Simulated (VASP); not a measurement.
**CuSn3: single point with PBEsol**

Crystal: CuSn3.

```
Sn Cu
1.0
    -2.18562    2.18562    4.73435
     2.18562   -2.18562    4.73435
     2.18562    2.18562   -4.73435
Sn Cu
3 1
Direct
  0.50000 0.50000 0.00000
  0.25000 0.75000 0.50000
  0.75000 0.25000 0.50000
  0.00000 0.00000 0.00000
```

```yaml
Program: VASP 6.6.1
Task: single point
Functional: PBEsol
Potentials_or_basis: VASP PAW PBE potentials, release 64 (Sn_d, Cu)
Cutoff: 520 eV
k_mesh: 8 × 8 × 8
Occupations: fermi-dirac, width 0.05 eV
Spin: no spin polarisation
```

* Pressure: -0.1 GPa
* Band gap on the k mesh: zero (an odd number of electrons rules out a gap without spin polarisation)

Levels at points of the mesh, in eV from the Fermi level:
| k point | band 23 | band 24 | band 25 | band 26 | band 27 | band 28 | band 29 | band 30 |
| --- | --- | --- | --- | --- | --- | --- | --- | --- |
| (0.00, 0.00, 0.00) | -2.54 | -2.10 | -1.11 | -1.11 | -0.27 | -0.27 | 0.54 | 1.33 |
| (0.50, 0.00, 0.00) | -2.45 | -2.11 | -0.14 | -0.05 | 0.14 | 0.17 | 2.29 | 2.75 |
| (0.50, 0.50, 0.00) | -2.44 | -2.38 | -2.23 | -2.15 | 0.32 | 0.87 | 0.97 | 1.22 |
| (0.50, 0.50, 0.50) | -2.55 | -2.54 | -2.06 | -0.81 | 2.91 | 2.91 | 2.93 | 3.04 |

Run time: 4.9 min on 1 thread of Intel(R) Xeon(R) Platinum 8488C (Sapphire Rapids) (shared host), peak memory 0.35 GiB.

Caveat: the PAW data sets were made with another functional, which shifts forces and pressure a little; spin-orbit coupling is left out, which moves the levels of the heavy elements.
